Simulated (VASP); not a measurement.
Runs of VASP 6.6.1 on Ru. The structure is that of space group Pm-3m (No. 221), or close to it. The cells are those of the table. 

```csv
task,cell,k mesh,cutoff (eV),gap on the mesh (eV),pressure (GPa)
single point,"a = 2.554 Å, 1 atom",13 × 13 × 13,520,none,0.5
single point,"a = 2.484 Å, 1 atom",14 × 14 × 14,520,none,20.2
single point,"a = 2.588 Å, 1 atom",14 × 14 × 14,520,none,-6.2
single point,"a = 2.554 Å, 1 atom",20 × 20 × 20,520,none,0.5
single point,"a = 2.554 Å, 1 atom",14 × 14 × 14,520,none,(a)
single point,"a = 2.652 Å, 1 atom",14 × 14 × 14,520,none,(b)
single point,"a = 2.447 Å, 1 atom",14 × 14 × 14,520,none,34.0
relaxation of cell and atoms,"relaxed from a = 2.446 Å, 1 atom",13 × 13 × 13,600,none,0.0
```

Alike in all rows: level BLYP; potentials or basis VASP PAW PBE potentials, release 64 (Ru_pv); no spin polarisation; smearing fermi-dirac 0.1 eV.

Question: Fill in the values left out.

Answer: (a) 0.6; (b) -15.8.

Caveats: the PAW data sets were made with another functional, which shifts forces and pressure a little.

A k mesh can miss the band edges, and the runs leave out spin-orbit coupling on Ru.

A gap of «none» marks levels without a gap at the run's occupations.
